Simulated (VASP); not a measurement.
A run of VASP 6.6.1 is set up as follows.

The input INCAR:

```
SYSTEM = PbS
PREC = Accurate
ENCUT = 600
EDIFF = 1E-7
ISMEAR = -1
SIGMA = 0.05
LREAL = .FALSE.
LASPH = .TRUE.
NELM = 60
ALGO = Normal
ISIF = 3
LWAVE = .FALSE.
LCHARG = .FALSE.
GGA = B5
ALDAX = 1.0
AGGAX = 1.0
AGGAC = 1.0
ALDAC = 0.0
IVDW = 13
VDW_S6 = 1.0
VDW_S8 = 2.34076671
VDW_A1 = 0.44488865
VDW_A2 = 4.0933009
IBRION = 2
NSW = 60
EDIFFG = -0.01
```

The input KPOINTS:

```
Automatic mesh
0
G
  8 8 8
  0 0 0
```

File POSCAR:

```
PbS
1.0
    0.0000000000      2.9657500000      2.9657500000
    2.9657500000      0.0000000000      2.9657500000
    2.9657500000      2.9657500000      0.0000000000
Pb S
1 1
Direct
    0.0000000000      0.0000000000      0.0000000000
    0.5000000000      0.5000000000      0.5000000000
```

Potentials or basis: VASP PAW PBE potentials, release 64 (Pb_d, S).

Launch:

```bash
$ cat potpaw_PBE.64/Pb_d/POTCAR potpaw_PBE.64/S/POTCAR > POTCAR
$ mpirun -np 1 vasp_std > vasp.out
```

(1) What does it give for the dispersion energy per atom?

(2) Predict the relaxed volume.

(3) Estimate the space group after relaxing (to 0.05 Å).

(4) Estimate the band gap on the k mesh.

## Answers

(1) -0.696 eV.

(2) 28.76 Å³/atom.

(3) Fm-3m (No. 225).

(4) 0.75 eV, direct.

Caveat: the PAW data sets were made with another functional, which shifts forces and pressure a little; spin-orbit coupling is left out, which moves the levels of the heavy elements; the volume moved by +10 % from the deposited cell, more than functionals usually miss.
